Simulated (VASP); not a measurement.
# Ta4O in VASP: further runs

Ta4O is run at these levels: PBE; tasks: single point.

Program: VASP 6.6.1. These are calculated values, not measurements. Logs are shortened: lines on timing, memory, paths and dates and some standing lists are left out, and cuts for length are marked.

### Step 1. The cell of the first run

The typed cell holds 5 atoms: a = 3.250 Å, b = 3.249 Å, c = 7.419 Å, α = 90.00°, β = 90.00°, γ = 90.00°.

### Step 2. Single point, PBE

Contents of INCAR:

```
PREC = Accurate
ENCUT = 520
EDIFF = 1E-6
ISMEAR = 0
SIGMA = 0.1
LREAL = False
LASPH = True
NELM = 80
ALGO = Normal
ISIF = 2
LWAVE = False
LCHARG = False
GGA = PE
NBANDS = 33
```

Contents of KPOINTS:

```
Automatic mesh
0
Gamma
  6 6 4
```

Contents of POSCAR:

```
Ta4O
1.0
    3.2499405555      0.0000274968     -0.0000367032
    0.0000274968      3.2493397446      0.0001053352
   -0.0000834832      0.0002395902      7.4194448286
Ta O
4 1
Direct
   -0.0238203597     -0.0124984635      0.4866829032
    0.4761908789      0.4875079699      0.7685555347
    0.4761982738      0.4874902209      0.2048239073
   -0.0238037501     -0.0125018715     -0.0133107492
    0.4761771626      0.4875025030      0.4866864692
```

Potentials or basis: VASP PAW PBE potentials, release 64 (Ta_pv, O).

Command:

```console
> cat potpaw_PBE.64/Ta_pv/POTCAR potpaw_PBE.64/O/POTCAR > POTCAR
> mpirun -np 1 vasp_std > vasp.out
```

OUTCAR:

```text
PREC = Accurate
   ENCUT = 520
   EDIFF = 1E-6
   ISMEAR = 0
   LREAL = False
   LASPH = True
   NELM = 80
   ISIF = 2
   GGA = PE

 ion  position               nearest neighbor table
   1  0.976  0.988  0.487-   5 2.30   5 2.30   5 2.30   5 2.30   3 3.11   2 3.11   3 3.11   2 3.11
                             3 3.11   3 3.11   2 3.11   2 3.11
   2  0.476  0.488  0.769-   5 2.09   4 2.81   4 2.81   4 2.81   4 2.81   1 3.11   1 3.11   1 3.11
                             1 3.11   3 3.24
   3  0.476  0.487  0.205-   5 2.09   4 2.81   4 2.81   4 2.81   4 2.81   1 3.11   1 3.11   1 3.11
                             1 3.11   2 3.24
   4  0.976  0.987  0.987-   3 2.81   2 2.81   2 2.81   3 2.81   2 2.81   2 2.81   3 2.81   3 2.81

   5  0.476  0.488  0.487-   3 2.09   2 2.09   1 2.30   1 2.30   1 2.30   1 2.30

  LATTYP: Found a base centered monoclinic cell.
 ALAT       =    30.0317728474
 B/A-ratio  =     0.1530287307
 C/A-ratio  =     0.2470531750
 COS(beta)  =    -0.9882221411

  Lattice vectors:

 A1 = (   0.0001394696,  -3.2498189250, -14.8389949924)
 A2 = (   3.2501075219,  -0.0004516836, -14.8389263604)
 A3 = (  -0.0000834832,   0.0002395902,   7.4194448286)

Analysis of symmetry for initial positions (statically):
=====================================================================
 Subroutine PRICEL returns:
 Original cell was already a primitive cell.

 Routine SETGRP: Setting up the symmetry group for a
 base centered monoclinic supercell.

 Subroutine GETGRP returns: Found  1 space group operations
 (whereof  1 operations were pure point group operations)
 out of a pool of  4 trial point group operations.

The static configuration has the point symmetry C_1 .

Analysis of symmetry for dynamics (positions and initial velocities):
=====================================================================
 Subroutine PRICEL returns:
 Original cell was already a primitive cell.

 Routine SETGRP: Setting up the symmetry group for a
 base centered monoclinic supercell.

 Subroutine GETGRP returns: Found  1 space group operations
 (whereof  1 operations were pure point group operations)
 out of a pool of  4 trial point group operations.

The dynamic configuration has the point symmetry C_1 .

 Subroutine INISYM returns: Found  1 space group operations
 (whereof  1 operations are pure point group operations),
 and found     1 'primitive' translations

----------------------------------------------------------------------------------------

[... 94 lines left out ...]
   LSORBIT =      F    spin-orbit coupling
   LASPH  =      T    aspherical Exc in radial PAW
   ENCUT  =  520.0 eV  38.22 Ry    6.18 a.u.   6.04  6.04 13.80*2*pi/ulx,y,z
   NELM   =     80;   NELMIN=  2; NELMDL= -5     # of ELM steps
   EDIFF  = 0.1E-05   stopping-criterion for ELM
   LREAL  =      F    real-space projection
   EDIFFG = 0.1E-04   stopping-criterion for IOM
   NSW    =      0    number of steps for IOM
   IBRION =     -1    ionic relax: 0-MD 1-quasi-New 2-CG
   NFREE  =      0    steps in history (QN), initial steepest desc. (CG)
   ISIF   =      2    stress and relaxation
   ISYM   =      2    0-nonsym 1-usesym 2-fastsym
   POTIM  = 0.5000    time-step for ionic-motion
   TEBEG  =    0.0;   TEEND  =   0.0 temperature during run
   PSTRESS=    0.0 pullay stress
   NELECT =      50.0000    total number of electrons
   NUPDOWN=      -1.0000    fix difference up-down
   EMIN   =  10.00;   EMAX   =-10.00  energy-range for DOS
   EFERMI =   0.00;   METHOD = LEGACY
   ISMEAR =     0;   SIGMA  =   0.10  broadening in eV -4-tet -1-fermi 0-gaus
   EFERMI_NEDOS =   21; number of points for ismear=-14 and -15
   IALGO  =     38    algorithm
   IMIX   =      4    mixing-type and parameters
     AMIX     =   0.40;   BMIX     =  1.00
     AMIX_MAG =   1.60;   BMIX_MAG =  1.00
  volume/ion in A,a.u.               =      15.67       105.75
  Fermi-wavevector in a.u.,A,eV,Ry     =   1.409454  2.663482 27.028790  1.986560
  Thomas-Fermi vector in A             =   2.531508
   LORBIT       =      0    0 simple, 1 ext, 2 COOP (PROOUT), +10 PAW based schemes
   GGA     = PE    functional components
   LHFCALC =     F    Hartree Fock is set to
   AEXX    =    0.0000 exact exchange contribution
   IVDW    =     0    specifies the selected vdW correction
   LEPSILON=     F    determine dielectric tensor
   LRPA    =     F    only Hartree local field effects (RPA)
 non-spin polarized calculation
 Gauss-broadening in eV      SIGMA  =   0.10
  energy-cutoff  :      520.00
  volume of cell :       78.35
 maximum number of plane-waves:      2144
   NGX = 13   NGY = 13   NGZ = 27

 number of electron      50.0000002 magnetization

 Free energy of the ion-electron system (eV)
  ---------------------------------------------------
  ext. energy  EPLUGINS =         0.00000000
  ---------------------------------------------------
  free energy    TOTEN  =       -55.06320383 eV

  energy without entropy =      -55.05282119  energy(sigma->0) =      -55.05801251

 E-fermi :   6.4625     XC(G=0): -12.6199

 val. band max:        6.3836936319   @ k =   0.0000   0.3333   0.0000
 cond. band min:       6.4718236379   @ k =   0.5000   0.5000   0.5000
 fundamental gap:      0.0881300060
 Fermi energy:         6.4625297090

 k-point     1 :       0.0000    0.0000    0.0000
  band No.  band energies     occupation
      1     -29.0444      2.00000
      2     -29.0437      2.00000
      3     -28.7394      2.00000
      4     -28.2100      2.00000
      5     -28.0929      2.00000
      6     -27.8885      2.00000
[... 853 lines left out ...]
     32       9.4266      0.00000
     33       9.7210      0.00000

 [... further k-points ...]
[... 5 lines left out ...]
  --------------------------------------------------------------------------------------
  -------------------------------------------------------------------------------------
  Total        0.0817569      0.0934825      0.1931845     -0.0008610     -0.0013968      0.0004722
  in kB        1.6718332      1.9116084      3.9503991     -0.0176065     -0.0285629      0.0096559
  external PRESSURE =       2.5112802 kB  Pullay stress =       0.0000000 kB

 VOLUME and BASIS-vectors are now :
 -----------------------------------------------------------------------------
  energy-cutoff  :      520.00
  volume of cell :       78.35
      direct lattice vectors                 reciprocal lattice vectors
     3.249940555  0.000027497 -0.000036703     0.307697936 -0.000002604  0.000003462
     0.000027497  3.249339745  0.000105335    -0.000002604  0.307754830 -0.000009938
    -0.000083483  0.000239590  7.419444829     0.000001522 -0.000004369  0.134780974

 POSITION                                       TOTAL-FORCE (eV/Angst)
 -----------------------------------------------------------------------------------
      3.17251      3.20887      3.61099         0.000393     -0.000126      0.000284
      1.54754      1.58428      5.70229        -0.000107      0.000054      0.034778
      1.54761      1.58408      1.51971        -0.000065     -0.000156     -0.035520
      3.17252      3.20898      7.32075         0.000125     -0.000023     -0.000000
      1.54752      1.58419      3.61098        -0.000346      0.000251      0.000457
 -----------------------------------------------------------------------------------
    total drift:                                0.000122     -0.000170     -0.000004

  FREE ENERGIE OF THE ION-ELECTRON SYSTEM (eV)
  ---------------------------------------------------
  free  energy   TOTEN  =       -55.0632038343 eV

  energy  without entropy=      -55.0528211886  energy(sigma->0) =      -55.05801251
```

OSZICAR:

```text
N       E                     dE             d eps       ncg     rms          rms(c)
DAV:   1     0.487830674976E+03    0.48783E+03   -0.27439E+04  5016   0.158E+03
DAV:   2    -0.343055312839E+02   -0.52214E+03   -0.50639E+03  5649   0.465E+02
DAV:   3    -0.591079801286E+02   -0.24802E+02   -0.24161E+02  6465   0.936E+01
DAV:   4    -0.595749035064E+02   -0.46692E+00   -0.46347E+00  6146   0.124E+01
DAV:   5    -0.595858761968E+02   -0.10973E-01   -0.10958E-01  6501   0.153E+00    0.302E+01
DAV:   6    -0.567932013656E+02    0.27927E+01   -0.28141E+01  6577   0.358E+01    0.151E+01
DAV:   7    -0.560522147855E+02    0.74099E+00   -0.15881E+01  6799   0.175E+01    0.106E+01
DAV:   8    -0.551061710266E+02    0.94604E+00   -0.36815E+00  6456   0.118E+01    0.276E+00
DAV:   9    -0.550649520219E+02    0.41219E-01   -0.37430E-01  6171   0.376E+00    0.790E-01
DAV:  10    -0.550637505685E+02    0.12015E-02   -0.40107E-02  6258   0.115E+00    0.426E-01
DAV:  11    -0.550634132298E+02    0.33734E-03   -0.69401E-03  6825   0.594E-01    0.113E-01
DAV:  12    -0.550632336510E+02    0.17958E-03   -0.15773E-03  6694   0.293E-01    0.559E-02
DAV:  13    -0.550632258637E+02    0.77873E-05   -0.24071E-04  6796   0.120E-01    0.491E-02
DAV:  14    -0.550632026684E+02    0.23195E-04   -0.10314E-04  6656   0.750E-02    0.189E-02
DAV:  15    -0.550632052781E+02   -0.26097E-05   -0.27567E-05  6829   0.346E-02    0.642E-03
DAV:  16    -0.550632040363E+02    0.12418E-05   -0.21024E-06  4416   0.113E-02    0.146E-03
DAV:  17    -0.550632038343E+02    0.20200E-06   -0.22521E-07  3087   0.313E-03
   1 F= -.55063204E+02 E0= -.55058013E+02  d E =-.103826E-01
```

Wall time 66 s (1 thread of Intel Xeon 6975P-C (Granite Rapids), shared host); peak memory 0.28 GiB.

What came out:

```
Free energy            : -55.0632 eV
Pressure               : 0.3 GPa
Largest force          : 0.036 eV/Å
Band gap on the k mesh : zero (band 25 reaches 6.69 eV, above the bottom of band 26 at 6.29 eV)
```

Forces in eV/Å, atoms in the order of the input:
```
Ta   0.000  0.000  0.000
Ta   0.000  0.000  0.035
Ta   0.000  0.000 -0.036
Ta   0.000  0.000  0.000
O    0.000  0.000  0.000
```

Stress tensor (GPa, compression positive):
```
0.17 0.00 0.00
0.00 0.19 0.00
0.00 0.00 0.40
```

Caveat: spin-orbit coupling is left out, which moves the levels of the heavy elements.

### Step 3. Single point, PBE

This run uses another cell than the first one, of 15.72 Å³/atom, 1.003 times its volume.

Contents of INCAR:

```
SYSTEM = Ta4O
  PREC = Accurate
  ENCUT = 520
  EDIFF = 1E-6
  ISMEAR = 0
  SIGMA = 0.1
  LREAL = .False.
  LASPH = .True.
  NELM = 60
  ALGO = Normal
  ISIF = 2
  LWAVE = .False.
  LCHARG = .False.
  GGA = PE
  NBANDS = 33
```

Contents of KPOINTS:

```
regular mesh
0
Gamma
  1 1 1
  0 0 0
```

Contents of POSCAR:

```
Ta4O
1.0
    3.2574970000      0.0000000000      0.0000000000
    0.0000000000      3.2574970000      0.0000000000
    0.0000000000      0.0000000000      7.4093410000
Ta O
4 1
Direct
    0.0000000000      0.0000000000      0.5000000000
    0.5000000000      0.5000000000      0.7831580000
    0.5000000000      0.5000000000      0.2168420000
    0.0000000000      0.0000000000      0.0000000000
    0.5000000000      0.5000000000      0.5000000000
```

Potentials or basis: VASP PAW PBE potentials, release 64 (Ta_pv, O).

Command:

```console
> cat potpaw_PBE.64/Ta_pv/POTCAR potpaw_PBE.64/O/POTCAR > POTCAR
> mpirun -np 1 vasp_gam > vasp.out
```

Run time: 7 s. Hardware: 1 thread of Intel Xeon 6975P-C (Granite Rapids), shared host; peak memory 0.16 GiB.

Results (log left out):

- Free energy: -54.1796 eV
- Pressure: 1.0 GPa
- Largest force: 5.092 eV/Å
- Band gap on the k mesh: 0.06 eV

Forces in eV/Å, atoms in the order of the input:
```
Ta   0.000  0.000  0.000
Ta   0.000  0.000 -5.092
Ta   0.000  0.000  5.092
Ta   0.000  0.000  0.000
O    0.000  0.000  0.000
```

Stress tensor (GPa, compression positive):
```
-2.92  0.00  0.00
 0.00 -2.92  0.00
 0.00  0.00  8.85
```

Levels at points of the mesh, in eV from the valence-band top:
```csv
k point,band 22,band 23,band 24,band 25,band 26,band 27,band 28,band 29
"(0.00, 0.00, 0.00)",-1.98,-0.90,-0.90,0.00,0.06,0.18,0.18,0.81
```

Caveat: the k points lie up to 1.93 Å⁻¹ apart; spin-orbit coupling is left out, which moves the levels of the heavy elements; forces of over 1 eV/Å act on the atoms, so gaps and moduli don't describe the material at rest. A k mesh can miss the band edges.

### Step 4. Single point, PBE

This run uses another cell than the first one, of 15.72 Å³/atom, 1.003 times its volume.

Contents of INCAR:

```
  ALGO = Normal
  EDIFF = 1E-7
  ENCUT = 520
  GGA = PE
  ISIF = 2
  ISMEAR = 0
  LASPH = T
  LCHARG = F
  LREAL = F
  LWAVE = F
  NBANDS = 33
  NELM = 100
  PREC = Accurate
  SIGMA = 0.1
```

Contents of KPOINTS:

```
k-points
0
Gamma
  2 2 1
```

POSCAR is that of step 3.

Command:

```console
> cat potpaw_PBE.64/Ta_pv/POTCAR potpaw_PBE.64/O/POTCAR > POTCAR
> mpirun -np 1 vasp_std > vasp.out
```

Run time: 7.6 s. Hardware: 1 thread of Intel Xeon 6975P-C (Granite Rapids), shared host; peak memory 0.17 GiB.

Results (log left out):

| Property | Result |
| --- | --- |
| Free energy | -54.1571 eV |
| Pressure | 2.8 GPa |
| Largest force | 0.062 eV/Å |
| Band gap on the k mesh | 0.23 eV, indirect (least direct gap 0.44 eV) |

Forces on the atoms (eV/Å):
```
Ta   0.000  0.000  0.000
Ta   0.000  0.000  0.062
Ta   0.000  0.000 -0.062
Ta   0.000  0.000  0.000
O    0.000  0.000  0.000
```

Stress tensor (GPa, compression positive):
```
-5.87  0.00  0.00
 0.00 -5.87  0.00
 0.00  0.00 20.08
```

Levels at points of the mesh, in eV from the valence-band top:
```csv
k point,band 21,band 22,band 23,band 24,band 25,band 26,band 27,band 28,band 29,band 30
"(0.00, 0.00, 0.00)",-2.81,-2.02,-0.62,-0.62,-0.22,0.23,0.55,0.55,1.10,1.39
"(0.50, 0.00, 0.00)",-1.96,-1.29,-1.28,-0.76,0.00,0.44,0.79,0.90,1.47,1.52
"(0.50, 0.50, 0.00)",-2.55,-2.04,-2.04,-0.95,-0.95,1.65,2.10,2.48,2.48,3.12
```

Caveat: the k points lie up to 0.96 Å⁻¹ apart; spin-orbit coupling is left out, which moves the levels of the heavy elements. A k mesh can miss the band edges.

### Step 5. Summary

| cell | k mesh | gap on the mesh (eV) | pressure (GPa) | largest force (eV/Å) |
| --- | --- | --- | --- | --- |
| a = 3.250, b = 3.249, c = 7.419 Å, 5 atoms | 6 × 6 × 4 | none | 0.3 | 0.04 |
| a = 3.257, b = 3.257, c = 7.409 Å, 5 atoms | 1 × 1 × 1 | 0.06 | 1.0 | 5.09 |
| a = 3.257, b = 3.257, c = 7.409 Å, 5 atoms | 2 × 2 × 1 | 0.23 | 2.8 | 0.06 |

Alike in all rows: task single point; level PBE; potentials or basis VASP PAW PBE potentials, release 64 (Ta_pv, O); no spin polarisation; cutoff (eV) 520; smearing gaussian 0.1 eV.

Caveats: some runs use coarse meshes; spin-orbit coupling is left out, which moves the levels of the heavy elements; forces of over 1 eV/Å act on the atoms, so gaps and moduli don't describe the material at rest (some runs).

Total energies depend on the potentials used, so only differences within one code and one set of settings carry meaning.
